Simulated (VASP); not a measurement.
**Ga2Sb2CO: single point with PBE+D3(BJ)**

System: Ga2Sb2CO, a slab with vacuum.

```xyz
6
Lattice="4.3344 0.0000 0.0000 -2.1672 3.7537 0.0000 0.0000 0.0000 23.6197" Properties=species:S:1:pos:R:3 pbc="T T T"
Sb    0.0000    0.0000    4.0000
Sb    0.0000    2.5025    7.6992
Ga    0.0000    2.5025    4.8848
Ga    2.1672    1.2512    8.4697
O     2.1672    1.2512   11.8697
C     2.1672    1.2512   13.0197
```

| Quantity | Value |
| --- | --- |
| Program | VASP 6.6.1 |
| Task | single point |
| Functional | PBE |
| Dispersion | D3(BJ) |
| Potentials or basis | VASP PAW PBE potentials, release 64 (Sb, Ga_d, O, C) |
| Cutoff | 520 eV |
| k mesh | 6 × 6 × 1 |
| Occupations | gaussian, width 0.1 eV |
| Spin | no spin polarisation |
| Dipole correction | yes |
| Further INCAR settings | ALGO = Normal; EDIFF = 1e-06; NBANDS = 32 |

```
Largest force              : 0.727 eV/Å
Band gap on the k mesh     : 0.07 eV (least direct gap 0.10 eV)
Dispersion energy per atom : -0.164 eV
```

Forces in eV/Å, atoms in the order of the input:
```
Sb   0.000  0.000  0.178
Sb   0.000  0.000  0.008
Ga   0.000  0.000 -0.163
Ga   0.000  0.000 -0.045
O    0.000  0.000  0.727
C    0.000  0.000 -0.706
```

Levels at points of the mesh, in eV from the valence-band top:
```csv
k point,band 19,band 20,band 21,band 22,band 23,band 24,band 25,band 26,band 27,band 28
"(0.00, 0.00, 0.00)",-2.11,-1.16,-1.16,0.00,0.00,0.10,0.88,1.18,1.18,1.75
"(0.50, 0.00, 0.00)",-5.96,-2.55,-2.50,-1.30,-1.20,0.39,0.43,1.04,1.14,1.64
```

It took 110 s on 1 thread of Intel(R) Xeon(R) 6975P-C (Granite Rapids) (shared host), peak memory 0.52 GiB.

Caveat: spin-orbit coupling is left out, which moves the levels of the heavy elements.
